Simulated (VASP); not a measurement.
# Al (P6_3/mmc) in VASP: notebook

Runs on Al. Level: PBEsol. Tasks: single point.

Everything below comes from runs of VASP 6.6.1. Logs are shortened: lines on timing, memory, paths and dates and some standing lists are left out, and cuts for length are marked.

### 1 The cell of the first run

It takes space group P6_3/mmc (No. 194, hexagonal). Conventional cell: a = 2.867 Å, b = 2.867 Å, c = 9.495 Å, α = 90.00°, β = 90.00°, γ = 120.00°. Within 3.8 Å of Al (site symmetry -3m) lie 12 Al at 2.87 to 2.89 Å. Within 3.8 Å of Al (site symmetry -6m2) lie 12 Al at 2.87 to 2.89 Å.

This isn't the form of Al at room conditions, which is fcc.

### 2 Single point, PBEsol (16.89 Å³/atom)

INCAR

```
SYSTEM = Al
PREC = Accurate
ENCUT = 520
EDIFF = 1E-6
ISMEAR = -1
SIGMA = 0.1
LREAL = .False.
LASPH = .True.
NELM = 60
ALGO = Normal
ISIF = 2
LWAVE = .False.
LCHARG = .False.
GGA = PS
NBANDS = 14
```

KPOINTS

```
regular mesh
0
Gamma
  14 14 4
  0 0 0
```

POSCAR

```
Al
1.0
    2.8667053746      0.0000000000      0.0000000000
   -1.4333526873      2.4826396796      0.0000000000
    0.0000000000      0.0000000000      9.4946498226
Al
4
Direct
    1.0000000000      0.0000000000      1.0000000000
    1.0000000000      0.0000000000      0.5000000000
    0.3333333333      0.6666666667      0.2500000000
    0.6666666667      0.3333333333      0.7500000000
```

Potentials or basis: VASP PAW PBE potentials, release 64 (Al).

The run is started by

```
> cat potpaw_PBE.64/Al/POTCAR > POTCAR
> mpirun -np 1 vasp_std > vasp.out
```

OUTCAR:

```text
SYSTEM = Al
   PREC = Accurate
   ENCUT = 520
   EDIFF = 1E-6
   ISMEAR = -1
   LREAL = .False.
   LASPH = .True.
   NELM = 60
   ISIF = 2
   GGA = PS

 ion  position               nearest neighbor table
   1  0.000  0.000  0.000-   3 2.89   4 2.89   4 2.89   3 2.89   4 2.89   3 2.89
   2  0.000  0.000  0.500-   3 2.89   4 2.89   4 2.89   3 2.89   4 2.89   3 2.89
   3  0.333  0.667  0.250-   1 2.89   2 2.89   1 2.89   2 2.89   1 2.89   2 2.89
   4  0.667  0.333  0.750-   1 2.89   2 2.89   1 2.89   2 2.89   1 2.89   2 2.89

  LATTYP: Found a hexagonal cell.
 ALAT       =     2.8667053746
 C/A-ratio  =     3.3120424257

  Lattice vectors:

 A1 = (   2.8667053746,   0.0000000000,   0.0000000000)
 A2 = (  -1.4333526873,   2.4826396796,   0.0000000000)
 A3 = (   0.0000000000,   0.0000000000,   9.4946498226)

Analysis of symmetry for initial positions (statically):
=====================================================================
 Subroutine PRICEL returns:
 Original cell was already a primitive cell.

 Routine SETGRP: Setting up the symmetry group for a
 hexagonal supercell.

 Subroutine GETGRP returns: Found 24 space group operations
 (whereof 12 operations were pure point group operations)
 out of a pool of 24 trial point group operations.

The static configuration has the point symmetry D_3d.
 The point group associated with its full space group is D_6h.

Analysis of symmetry for dynamics (positions and initial velocities):
=====================================================================
 Subroutine PRICEL returns:
 Original cell was already a primitive cell.

 Routine SETGRP: Setting up the symmetry group for a
 hexagonal supercell.

 Subroutine GETGRP returns: Found 24 space group operations
 (whereof 12 operations were pure point group operations)
 out of a pool of 24 trial point group operations.

The dynamic configuration has the point symmetry D_3d.
 The point group associated with its full space group is D_6h.

 Subroutine INISYM returns: Found 24 space group operations
 (whereof 12 operations are pure point group operations),
 and found     1 'primitive' translations

----------------------------------------------------------------------------------------

                                     Primitive cell

  volume of cell :      67.5734

  direct lattice vectors                    reciprocal lattice vectors
     2.866705375  0.000000000  0.000000000     0.348832499  0.201398537  0.000000000
    -1.433352687  2.482639680  0.000000000     0.000000000  0.402797075  0.000000000
     0.000000000  0.000000000  9.494649823     0.000000000  0.000000000  0.105322473

  length of vectors
     2.866705375  2.866705375  9.494649823     0.402797075  0.402797075  0.105322473

  position of ions in fractional coordinates (direct lattice)
     0.000000000  0.000000000  0.000000000
     0.000000000  0.000000000  0.500000000
     0.333333333  0.666666667  0.250000000
     0.666666667  0.333333333  0.750000000

  ion indices of the primitive-cell ions
   primitive index   ion index
                 1           1
                 2           2
                 3           3
                 4           4

----------------------------------------------------------------------------------------

 KPOINTS: regular mesh

Automatic generation of k-mesh.
 Grid dimensions read from file:
 generate k-points for:   14   14    4

 Generating k-lattice:

  Cartesian coordinates                     Fractional coordinates (reciprocal lattice)
     0.024916607  0.014385610  0.000000000     0.071428571  0.000000000  0.000000000
     0.000000000  0.028771220  0.000000000     0.000000000  0.071428571  0.000000000
     0.000000000  0.000000000  0.026330618     0.000000000  0.000000000  0.250000000

  Length of vectors
     0.028771220  0.028771220  0.026330618

  Shift w.r.t. Gamma in fractional coordinates (k-lattice)
     0.000000000  0.000000000  0.000000000

 Subroutine IBZKPT returns following result:
 ===========================================

 Found     72 irreducible k-points:

 Following reciprocal coordinates:
            Coordinates               Weight
  0.000000  0.000000  0.000000      1.000000
  0.071429 -0.000000  0.000000      6.000000
  0.142857 -0.000000  0.000000      6.000000
  0.214286 -0.000000  0.000000      6.000000
  0.285714  0.000000  0.000000      6.000000
  0.357143 -0.000000  0.000000      6.000000
[... 16 lines left out ...]
  0.285714  0.285714  0.000000      6.000000
  0.357143  0.285714  0.000000      6.000000
 [... further k-points ...]
   k-points           NKPTS =     72   k-points in BZ     NKDIM =     72   number of bands    NBANDS=     14
   number of dos      NEDOS =    301   number of ions     NIONS =      4
   total plane-waves  NPLWV =  41472
   dimension x,y,z NGX =    24 NGY =   24 NGZ =   72
   dimension x,y,z NGXF=    48 NGYF=   48 NGZF=  144
   ions per type =               4
   NGX,Y,Z   is equivalent  to a cutoff of  13.92, 13.92, 12.61 a.u.
   NGXF,Y,Z  is equivalent  to a cutoff of  27.84, 27.84, 25.21 a.u.
 SYSTEM =  Al
   PREC   = accura    normal or accurate (medium, high low for compatibility)
   ISTART =      0    job   : 0-new  1-cont  2-samecut
   ICHARG =      2    charge: 1-file 2-atom 10-const
   ISPIN  =      1    spin polarized calculation?
   LNONCOLLINEAR =      F non collinear calculations
   LSORBIT =      F    spin-orbit coupling
   LASPH  =      T    aspherical Exc in radial PAW
   ENCUT  =  520.0 eV  38.22 Ry    6.18 a.u.   5.33  5.33 17.65*2*pi/ulx,y,z
   NELM   =     60;   NELMIN=  2; NELMDL= -5     # of ELM steps
   EDIFF  = 0.1E-05   stopping-criterion for ELM
   LREAL  =      F    real-space projection
   EDIFFG = 0.1E-04   stopping-criterion for IOM
   NSW    =      0    number of steps for IOM
   IBRION =     -1    ionic relax: 0-MD 1-quasi-New 2-CG
   NFREE  =      0    steps in history (QN), initial steepest desc. (CG)
   ISIF   =      2    stress and relaxation
   ISYM   =      2    0-nonsym 1-usesym 2-fastsym
   POTIM  = 0.5000    time-step for ionic-motion
   TEBEG  =    0.0;   TEEND  =   0.0 temperature during run
   PSTRESS=    0.0 pullay stress
   NELECT =      12.0000    total number of electrons
   NUPDOWN=      -1.0000    fix difference up-down
   EMIN   =  10.00;   EMAX   =-10.00  energy-range for DOS
   EFERMI =   0.00;   METHOD = LEGACY
   ISMEAR =    -1;   SIGMA  =   0.10  broadening in eV -4-tet -1-fermi 0-gaus
   EFERMI_NEDOS =   21; number of points for ismear=-14 and -15
   IALGO  =     38    algorithm
   IMIX   =      4    mixing-type and parameters
     AMIX     =   0.40;   BMIX     =  1.00
     AMIX_MAG =   1.60;   BMIX_MAG =  1.00
  volume/ion in A,a.u.               =      16.89       114.00
  Fermi-wavevector in a.u.,A,eV,Ry     =   0.920188  1.738904 11.520684  0.846746
  Thomas-Fermi vector in A             =   2.045466
   LORBIT       =      0    0 simple, 1 ext, 2 COOP (PROOUT), +10 PAW based schemes
   GGA     = PS    functional components
   LHFCALC =     F    Hartree Fock is set to
   AEXX    =    0.0000 exact exchange contribution
   IVDW    =     0    specifies the selected vdW correction
   LEPSILON=     F    determine dielectric tensor
   LRPA    =     F    only Hartree local field effects (RPA)
 non-spin polarized calculation
  energy-cutoff  :      520.00
  volume of cell :       67.57
 maximum number of plane-waves:      1847
 NGX is ok and might be reduce to    24
   NGX = 11   NGY = 11   NGZ = 35

 number of electron      12.0000000 magnetization

 Free energy of the ion-electron system (eV)
  ---------------------------------------------------
  ext. energy  EPLUGINS =         0.00000000
  ---------------------------------------------------
  free energy    TOTEN  =       -16.31530626 eV

  energy without entropy =      -16.25991720  energy(sigma->0) =      -16.28761173

 E-fermi :   7.7186     XC(G=0): -10.1719

 val. band max:        7.7008632827   @ k =   0.4286   0.1429   0.2500
 cond. band min:       7.7738703408   @ k =   0.2857   0.0714   0.5000
 fundamental gap:      0.0730070581
 Fermi energy:         7.7186072666

 k-point     1 :       0.0000    0.0000    0.0000
  band No.  band energies     occupation
      1      -3.2627      2.00000
      2      -1.6334      2.00000
      3      -1.6271      2.00000
      4       3.1351      2.00000
      5       3.1924      2.00000
      6      10.8344      0.00000
      7      10.8438      0.00000
      8      18.3806      0.00000
      9      18.3806      0.00000
     10      18.5806      0.00000
     11      18.5806      0.00000
     12      19.5633      0.00000
     13      19.5673      0.00000
     14      19.6807      0.00000

 k-point     2 :       0.0714   -0.0000    0.0000
  band No.  band energies     occupation
      1      -3.1403      2.00000
      2      -1.5123      2.00000
      3      -1.5060      2.00000
      4       3.2489      2.00000
      5       3.3125      2.00000
      6      10.9350      0.00000
      7      10.9478      0.00000
      8      16.2357      0.00000
      9      17.1185      0.00000
     10      17.5617      0.00000
     11      17.6423      0.00000
     12      18.4847      0.00000
     13      18.5014      0.00000
     14      18.5286      0.00000

 k-point     3 :       0.1429   -0.0000    0.0000
  band No.  band energies     occupation
      1      -2.7736      2.00000
      2      -1.1495      2.00000
      3      -1.1434      2.00000
      4       3.5902      2.00000
      5       3.6706      2.00000
      6      11.2080      0.00000
      7      11.2472      0.00000
      8      13.6561      0.00000
      9      14.9815      0.00000
     10      15.0778      0.00000
     11      15.9647      0.00000
     12      17.3585      0.00000
     13      17.3620      0.00000
     14      17.4561      0.00000
[... 324 lines left out ...]
 k-point    23 :       0.2857    0.2857    0.0000
  band No.  band energies     occupation
      1       2.4962      2.00000
      2       4.0324      2.00000
      3       4.0449      2.00000
      4       5.6506      2.00000
      5       5.7911      2.00000
      6       6.9498      1.99908
      7       7.0733      1.99685
      8       7.5207      1.75707
      9       7.6829      1.17665
     10       8.7064      0.00010
     11       9.2915      0.00000
     12      11.6680      0.00000
     13      11.9677      0.00000
     14      12.1446      0.00000

 k-point    24 :       0.3571    0.2857    0.0000
  band No.  band energies     occupation
      1       3.9625      2.00000
      2       4.0597      2.00000
      3       5.1850      2.00000
      4       5.3103      2.00000
      5       5.6180      2.00000
      6       5.7555      2.00000
      7       5.9246      2.00000
      8       7.2790      1.97566
      9       7.3257      1.96144
     10       9.8385      0.00000
     11      10.3977      0.00000
     12      10.4698      0.00000
     13      10.7563      0.00000
     14      11.8439      0.00000

 [... further k-points ...]
[... 5 lines left out ...]
  --------------------------------------------------------------------------------------
  -------------------------------------------------------------------------------------
  Total       -1.2969910     -1.2969910     -1.0726988      0.0000000      0.0000000      0.0000000
  in kB      -30.7518922    -30.7518922    -25.4338821      0.0000000      0.0000000      0.0000000
  external PRESSURE =     -28.9792222 kB  Pullay stress =       0.0000000 kB

 VOLUME and BASIS-vectors are now :
 -----------------------------------------------------------------------------
  energy-cutoff  :      520.00
  volume of cell :       67.57
      direct lattice vectors                 reciprocal lattice vectors
     2.866705375  0.000000000  0.000000000     0.348832499  0.201398537  0.000000000
    -1.433352687  2.482639680  0.000000000     0.000000000  0.402797075  0.000000000
     0.000000000  0.000000000  9.494649823     0.000000000  0.000000000  0.105322473

 POSITION                                       TOTAL-FORCE (eV/Angst)
 -----------------------------------------------------------------------------------
      0.00000      0.00000      0.00000        -0.000000      0.000000     -0.000000
      0.00000      0.00000      4.74732        -0.000000      0.000000     -0.000000
     -0.00000      1.65509      2.37366        -0.000000      0.000000      0.000000
      1.43335      0.82755      7.12099         0.000000      0.000000     -0.000000
 -----------------------------------------------------------------------------------
    total drift:                               -0.000000      0.000000      0.000000

  FREE ENERGIE OF THE ION-ELECTRON SYSTEM (eV)
  ---------------------------------------------------
  free  energy   TOTEN  =       -16.3153062557 eV

  energy  without entropy=      -16.2599172036  energy(sigma->0) =      -16.28761173
```

Wall time 65 s (1 thread of Intel Xeon 8259CL, shared host); peak memory 0.21 GiB.

What came out:

```yaml
Free_energy: -16.3153 eV
Pressure: -2.9 GPa
Band_gap_on_the_k_mesh: zero (bands 6 and 7 overlap by 5.44 eV)
```

Levels at points of the mesh, in eV from the Fermi level:
| k point | band 2 | band 3 | band 4 | band 5 | band 6 | band 7 | band 8 | band 9 | band 10 | band 11 |
| --- | --- | --- | --- | --- | --- | --- | --- | --- | --- | --- |
| (0.00, 0.00, 0.00) | -9.35 | -9.35 | -4.58 | -4.53 | 3.12 | 3.13 | 10.66 | 10.66 | 10.86 | 10.86 |
| (0.50, 0.00, 0.00) | -5.06 | -3.84 | -3.76 | -3.30 | -3.20 | 0.82 | 1.12 | 1.28 | 1.45 | 5.63 |
| (0.00, 0.00, 0.50) | -10.57 | -7.33 | -7.33 | -1.05 | -1.05 | 7.84 | 7.84 | 10.97 | 10.97 | 10.97 |
| (0.50, 0.00, 0.50) | -4.77 | -4.67 | -4.67 | -1.84 | -1.84 | -1.22 | -1.22 | 4.33 | 4.33 | 4.59 |

Caveat: the PAW data sets were made with another functional, which shifts forces and pressure a little.

### 3 Single point, PBEsol (17.54 Å³/atom)

This run uses another cell than the first one, of 17.54 Å³/atom.

INCAR

```
SYSTEM = Al
PREC     = Accurate       ! precision mode
ENCUT    = 520            ! plane-wave cutoff, eV
EDIFF    = 1E-6           ! SCF threshold, eV
ISMEAR   = -1             ! smearing method
SIGMA    = 0.1            ! smearing width, eV
LREAL    = .FALSE.        ! projectors in reciprocal space
LASPH    = .TRUE.         ! aspherical terms in the spheres
NELM     = 60             ! most SCF steps
ALGO     = Normal         ! electronic algorithm
ISIF     = 2              ! what is computed and relaxed
LWAVE    = .FALSE.        ! write WAVECAR
LCHARG   = .FALSE.        ! write CHGCAR
GGA      = PS             ! functional
NBANDS   = 14             ! bands
```

KPOINTS

```
regular mesh
0
G
  14 14 4
  0 0 0
```

POSCAR

```
Al
1.0
    2.9029966370      0.0000000000      0.0000000000
   -1.4514983185      2.5140688348      0.0000000000
    0.0000000000      0.0000000000      9.6148480234
Al
4
Direct
    1.0000000000      0.0000000000      1.0000000000
    1.0000000000      0.0000000000      0.5000000000
    0.3333333333      0.6666666667      0.2500000000
    0.6666666667      0.3333333333      0.7500000000
```

Potentials or basis: VASP PAW PBE potentials, release 64 (Al).

The run is started by

```
> cat potpaw_PBE.64/Al/POTCAR > POTCAR
> mpirun -np 1 vasp_std > vasp.out
```

Run time: 53 s. Hardware: 1 thread of Intel Xeon 8259CL, shared host; peak memory 0.21 GiB.

The run converged. Its results:

```yaml
Free_energy: -16.2487 eV
Pressure: -5.2 GPa
Band_gap_on_the_k_mesh: zero (bands 6 and 7 overlap by 5.35 eV)
```

Stress tensor (GPa, compression positive):
```
-5.46  0.00  0.00
 0.00 -5.46  0.00
 0.00  0.00 -4.78
```

Levels at points of the mesh, in eV from the Fermi level:
```
           k point  band 2  band 3  band 4  band 5  band 6  band 7  band 8  band 9  band 10  band 11
(0.00, 0.00, 0.00)   -9.14   -9.13   -4.47   -4.43    3.05    3.06   10.36   10.36    10.60    10.60
(0.50, 0.00, 0.00)   -4.93   -3.73   -3.64   -3.27   -3.14    0.83    1.05    1.31     1.35     5.46
(0.00, 0.00, 0.50)  -10.33   -7.17   -7.17   -1.03   -1.03    7.67    7.67   10.65    10.65    10.65
(0.50, 0.00, 0.50)   -4.68   -4.54   -4.54   -1.80   -1.80   -1.20   -1.20    4.21     4.21     4.53
```

Caveat: the cell stands under tension; the PAW data sets were made with another functional, which shifts forces and pressure a little.

### 4 Single point, PBEsol (18.19 Å³/atom)

This run uses another cell than the first one, of 18.19 Å³/atom.

INCAR

```
PREC = Accurate
ENCUT = 520
EDIFF = 1E-6
ISMEAR = -1
SIGMA = 0.1
LREAL = F
LASPH = T
NELM = 60
ALGO = Normal
ISIF = 2
LWAVE = F
LCHARG = F
GGA = PS
NBANDS = 14
```

KPOINTS

```
regular mesh
0
Gamma
  14 14 4
```

POSCAR

```
Al
1.0
    2.9384025245      0.0000000000      0.0000000000
   -1.4692012622      2.5447312327      0.0000000000
    0.0000000000      0.0000000000      9.7321138247
Al
4
Direct
    1.0000000000      0.0000000000      1.0000000000
    1.0000000000      0.0000000000      0.5000000000
    0.3333333333      0.6666666667      0.2500000000
    0.6666666667      0.3333333333      0.7500000000
```

The run is started by

```
> cat potpaw_PBE.64/Al/POTCAR > POTCAR
> mpirun -np 1 vasp_std > vasp.out
```

Wall time 60 s (1 thread of Intel Xeon 8259CL, shared host); peak memory 0.21 GiB.

The run converged. Its results:

```yaml
Free_energy: -16.1482 eV
Pressure: -7.1 GPa
Band_gap_on_the_k_mesh: zero (bands 6 and 7 overlap by 5.25 eV)
```

Stress tensor (GPa, compression positive):
```
-7.36  0.00  0.00
 0.00 -7.36  0.00
 0.00  0.00 -6.54
```

Levels at points of the mesh, in eV from the Fermi level:
| k point | band 2 | band 3 | band 4 | band 5 | band 6 | band 7 | band 8 | band 9 | band 10 | band 11 |
| --- | --- | --- | --- | --- | --- | --- | --- | --- | --- | --- |
| (0.00, 0.00, 0.00) | -8.93 | -8.93 | -4.42 | -4.29 | 2.98 | 2.99 | 10.07 | 10.07 | 10.35 | 10.35 |
| (0.50, 0.00, 0.00) | -4.80 | -3.62 | -3.51 | -3.24 | -3.09 | 0.85 | 0.98 | 1.25 | 1.34 | 5.30 |
| (0.00, 0.00, 0.50) | -10.09 | -7.01 | -7.01 | -1.00 | -1.00 | 7.51 | 7.51 | 10.35 | 10.35 | 10.35 |
| (0.50, 0.00, 0.50) | -4.59 | -4.42 | -4.42 | -1.76 | -1.76 | -1.19 | -1.19 | 4.09 | 4.09 | 4.48 |

Caveat: the cell stands under tension; the PAW data sets were made with another functional, which shifts forces and pressure a little.

[end of part 1 of 2]
